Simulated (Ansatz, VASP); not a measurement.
Given: the input of a run of VASP 6.6.1 on Zr.

File INCAR:

```
PREC = Accurate
ENCUT = 600
EDIFF = 1E-7
ISMEAR = -1
SIGMA = 0.05
LREAL = False
LASPH = True
NELM = 60
ALGO = Normal
ISIF = 3
LWAVE = False
LCHARG = False
GGA = PS
IBRION = 2
NSW = 80
EDIFFG = -0.005
```

The input KPOINTS:

```
Automatic mesh
0
Gamma
  9 9 5
```

Contents of POSCAR:

```
Zr
1.0
    3.2320000000      0.0000000000      0.0000000000
   -1.6160000000      2.7989941050      0.0000000000
    0.0000000000      0.0000000000      5.1470000000
Zr
2
Direct
    0.6666666667      0.3333333333      0.7500000000
    0.3333333333      0.6666666667      0.2500000000
```

Potentials or basis: VASP PAW PBE potentials, release 64 (Zr_sv).

Run with:

```console
$ cat potpaw_PBE.64/Zr_sv/POTCAR > POTCAR
$ mpirun -np 1 vasp_std > vasp.out
```

Set up the same calculation for Ansatz 0.2.0. Potentials there: all-electron LAPW, scalar-relativistic.

As run (the cutoff follows the program's own potentials):

Contents of input.yaml:

```yaml
crystal:
  lattice:
    - [3.232, 0.0, 0.0]
    - [-1.616, 2.798994105, 0.0]
    - [0.0, 0.0, 5.147]
  atoms:
    - { symbol: Zr, position: [0.6666666667, 0.3333333333, 0.75] }
    - { symbol: Zr, position: [0.3333333333, 0.6666666667, 0.25] }
kpoints:
  mp_grid: { grid: [9, 9, 5] }
scf:
  occupations: { method: fermi_dirac, width: 0.05 }
hamiltonian:
  xc: pbesol
  pseudopotentials: { kind: all_electron, lapw: { basis_error: 0.001 } }
output:
  forces: true
  stress: true
relax:
  f_tol: 0.005
  max_steps: 60
  cell: {}
```

Potentials or basis: all-electron LAPW, scalar-relativistic.

Run with:

```bash
$ ansatz run input.yaml --threads 1 --pin off --max-ram 3072MiB --backend cpu --events-out ev --progress --plain --runs-dir out
```

Both were run:

|  | VASP | Ansatz | Ansatz less VASP |
| --- | --- | --- | --- |
| relaxed volume (Å³/atom) | 22.49 | 22.47 | -0.015 |
| relaxed cell length with the largest relative difference (Å) | 5.127 | 5.125 | -0.0016 |

VASP's potentials were made for PBE, not for PBEsol. Ansatz ran all-electron here, and VASP with PAW potentials.
